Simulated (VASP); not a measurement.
# CdS (P6_3mc) in VASP: further runs, part 2 of 2

VASP 6.6.1. The steps go on from the part before.

### 4 Electric field gradients, r2SCAN

File POSCAR:

```
CdS
1.0
    4.1688380995      0.0000000000      0.0000000000
   -2.0844190498      3.6103196984      0.0000000000
    0.0000000000      0.0000000000      6.7796174100
Cd S
2 2
Direct
    0.6666666667      0.3333333333      0.5002243700
    0.3333333333      0.6666666667      0.0002243700
    0.6666666667      0.3333333333      0.8767756300
    0.3333333333      0.6666666667      0.3767756300
```

File INCAR.step1:

```
SYSTEM = CdS
ALGO     = Normal         ! electronic algorithm
EDIFF    = 1E-4           ! SCF threshold, eV
ENCUT    = 520            ! plane-wave cutoff, eV
GGA      = PE             ! functional
ISMEAR   = -1             ! smearing method
LASPH    = .TRUE.         ! aspherical terms in the spheres
LCHARG   = .FALSE.        ! write CHGCAR
LREAL    = .FALSE.        ! projectors in reciprocal space
LWAVE    = .TRUE.         ! write WAVECAR
NBANDS   = 26             ! bands
NELM     = 60             ! most SCF steps
PREC     = Accurate       ! precision mode
SIGMA    = 0.01           ! smearing width, eV
```

File INCAR.step2:

```
SYSTEM = CdS
ALGO     = Normal         ! electronic algorithm
EDIFF    = 1E-8           ! SCF threshold, eV
ENCUT    = 520            ! plane-wave cutoff, eV
ISIF     = 2              ! what is computed and relaxed
ISMEAR   = -1             ! smearing method
ISTART   = 1            
LASPH    = .TRUE.         ! aspherical terms in the spheres
LCHARG   = .FALSE.        ! write CHGCAR
LEFG     = .TRUE.       
LMIXTAU  = .TRUE.       
LREAL    = .FALSE.        ! projectors in reciprocal space
LWAVE    = .FALSE.        ! write WAVECAR
METAGGA  = R2SCAN         ! meta-GGA
NBANDS   = 26             ! bands
NELM     = 60             ! most SCF steps
PREC     = Accurate       ! precision mode
SIGMA    = 0.01           ! smearing width, eV
```

File KPOINTS:

```
k-points
0
G
  9 9 5
  0 0 0
```

Potentials or basis: VASP PAW PBE potentials, release 64 (Cd, S).

Run with:

```
> cat potpaw_PBE.64/Cd/POTCAR potpaw_PBE.64/S/POTCAR > POTCAR
> cp INCAR.step1 INCAR
> mpirun -np 1 vasp_std > vasp.out
> cp INCAR.step2 INCAR
> mpirun -np 1 vasp_std > vasp.out
```

OUTCAR:

```text
SYSTEM = CdS
   EDIFF = 1E-8
   ENCUT = 520
   ISIF = 2
   ISMEAR = -1
   ISTART = 1
   LASPH = .TRUE.
   LREAL = .FALSE.
   METAGGA = R2SCAN
   NELM = 60
   PREC = Accurate

 ion  position               nearest neighbor table
   1  0.667  0.333  0.500-   4 2.55   4 2.55   4 2.55   3 2.55
   2  0.333  0.667  0.000-   3 2.55   3 2.55   3 2.55   4 2.55
   3  0.667  0.333  0.877-   2 2.55   2 2.55   2 2.55   1 2.55
   4  0.333  0.667  0.377-   1 2.55   1 2.55   1 2.55   2 2.55

  LATTYP: Found a hexagonal cell.
 ALAT       =     4.1688380995
 C/A-ratio  =     1.6262606626

  Lattice vectors:

 A1 = (   4.1688380995,   0.0000000000,   0.0000000000)
 A2 = (  -2.0844190498,   3.6103196984,   0.0000000000)
 A3 = (   0.0000000000,   0.0000000000,   6.7796174100)

Analysis of symmetry for initial positions (statically):
[... 6 lines left out ...]

 Subroutine GETGRP returns: Found 12 space group operations
 (whereof  6 operations were pure point group operations)
 out of a pool of 24 trial point group operations.

[... 894 lines left out ...]
      2.08442      1.20344      3.39133        -0.000000      0.000000     -0.005930
     -0.00000      2.40688      0.00152         0.000000     -0.000000     -0.005930
      2.08442      1.20344      5.94420        -0.000000     -0.000000      0.005930
     -0.00000      2.40688      2.55439         0.000000     -0.000000      0.005930
 -----------------------------------------------------------------------------------
    total drift:                               -0.000000      0.000000     -0.004903

  FREE ENERGIE OF THE ION-ELECTRON SYSTEM (eV)
  ---------------------------------------------------
  free  energy   TOTEN  =       -59.3830178818 eV

  energy  without entropy=      -59.3830178818  energy(sigma->0) =      -59.38301788

 Electric field gradients (V/A^2)
---------------------------------------------------------------------
 ion       V_xx      V_yy      V_zz      V_xy      V_xz      V_yz
---------------------------------------------------------------------
   1      -1.491    -1.490     2.982     0.001     0.000    -0.000
   2      -1.491    -1.490     2.982     0.001    -0.000     0.000
   3      -0.036    -0.035     0.071     0.000    -0.000     0.000
   4      -0.036    -0.035     0.071     0.000     0.000    -0.000
---------------------------------------------------------------------

 Electric field gradients after diagonalization (V/A^2)
 (convention: |V_zz| > |V_xx| > |V_yy|)
----------------------------------------------------------------------
 ion       V_xx      V_yy      V_zz     asymmetry (V_yy - V_xx)/ V_zz
----------------------------------------------------------------------
   1      -1.492    -1.490     2.982       0.001
   2      -1.492    -1.490     2.982       0.001
   3      -0.036    -0.035     0.071       0.011
   4      -0.036    -0.035     0.071       0.011
----------------------------------------------------------------------

           NMR quadrupolar parameters

 Cq : quadrupolar parameter    Cq=e*Q*V_zz/h
 eta: asymmetry parameters     (V_yy - V_xx)/ V_zz
 Q  : nuclear electric quadrupole moment in mb (millibarn)
----------------------------------------------------------------------
 ion       Cq(MHz)       eta       Q (mb)
----------------------------------------------------------------------
   1       0.007       0.001       1.000
   2       0.007       0.001       1.000
   3       0.000       0.011       1.000
   4       0.000       0.011       1.000
----------------------------------------------------------------------
```

OUTCAR.step1:

```text
SYSTEM = CdS
   EDIFF = 1E-4
   ENCUT = 520
   GGA = PE
   ISMEAR = -1
   LASPH = .TRUE.
   LREAL = .FALSE.
   NELM = 60
[... 925 lines left out ...]
     -0.00000      2.40688      0.00152        -0.000000      0.000000     -0.003371
      2.08442      1.20344      5.94420         0.000000     -0.000000      0.003371
     -0.00000      2.40688      2.55439        -0.000000     -0.000000      0.003371
 -----------------------------------------------------------------------------------
    total drift:                               -0.000000      0.000000     -0.000794

  FREE ENERGIE OF THE ION-ELECTRON SYSTEM (eV)
  ---------------------------------------------------
  free  energy   TOTEN  =       -12.2879386606 eV

  energy  without entropy=      -12.2879386606  energy(sigma->0) =      -12.28793866
```

Wall time 4 min (1 thread of Intel Xeon 6975P-C, shared host); peak memory 0.27 GiB.

Results:

```
Free energy            : -59.3830 eV
Pressure               : 0.0 GPa
Largest force          : 0.006 eV/Å
Band gap on the k mesh : 1.61 eV, direct
```

Forces on the atoms (eV/Å):
```
Cd   0.000  0.000 -0.006
Cd   0.000  0.000 -0.006
S    0.000  0.000  0.006
S    0.000  0.000  0.006
```

Electric field gradients, principal values (V/Å²):
```
atom   least  middle  greatest (by size)
1 Cd  -1.490  -1.492               2.982
2 Cd  -1.490  -1.492               2.982
 3 S  -0.035  -0.036               0.071
 4 S  -0.035  -0.036               0.071
```

Caveat: without QUAD_EFG the Cq values of the log hold for a quadrupole moment of 1 mb, not for the nuclei; the PAW data sets were made with another functional, which shifts forces and pressure a little.
